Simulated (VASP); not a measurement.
A run of VASP 6.6.1:

Contents of INCAR:

```
SYSTEM = Al3GaN4
PREC     = Accurate       ! precision mode
ENCUT    = 520            ! plane-wave cutoff, eV
EDIFF    = 1E-6           ! SCF threshold, eV
ISMEAR   = 0              ! smearing method
SIGMA    = 0.05           ! smearing width, eV
LREAL    = .False.        ! projectors in reciprocal space
LASPH    = .True.         ! aspherical terms in the spheres
NELM     = 80             ! most SCF steps
ALGO     = Normal         ! electronic algorithm
ISIF     = 2              ! what is computed and relaxed
LWAVE    = .False.        ! write WAVECAR
LCHARG   = .True.         ! write CHGCAR
GGA      = PS             ! functional
LELF     = .True.         ! ELF
LVHAR    = .True.       
NBANDS   = 31             ! bands
```

Contents of KPOINTS:

```
regular mesh
0
Gamma
  6 8 4
  0 0 0
```

The input POSCAR:

```
Al3GaN4
1.0
    4.8416716524      0.0000000000      0.0001103911
    0.0000000000      3.0048709415      0.0000000000
   -0.0031068066      0.0000000000      5.2012722695
Al Ga N
3 1 4
Direct
    0.5002300423      0.5000000000      0.1673295664
    0.0009207036      0.5000000000      0.8348055932
    0.0010880650      0.0000000000      0.3316926342
    0.4994217138      0.0000000000      0.6662009016
    0.1111724737      0.0000000000      0.6663292503
    0.1224543238      0.5000000000      0.1671578647
    0.6251234799      0.5000000000      0.8401923551
    0.6231881979      0.0000000000      0.3262928345
```

Potentials or basis: VASP PAW PBE potentials, release 64 (Al, Ga_d, N).

The run is started by

```sh
$ cat potpaw_PBE.64/Al/POTCAR potpaw_PBE.64/Ga_d/POTCAR potpaw_PBE.64/N/POTCAR > POTCAR
$ mpirun -np 1 vasp_std > vasp.out
```

Hardware: 1 thread of Intel(R) Xeon(R) 6975P-C (Granite Rapids) (shared host).

**Question.** Estimate the wall time of this run.

**Answer.** It took 58 s on 1 thread of Intel(R) Xeon(R) 6975P-C (Granite Rapids) (shared host), peak memory 0.27 GiB. Counts: scf iterations 14, k points 70.
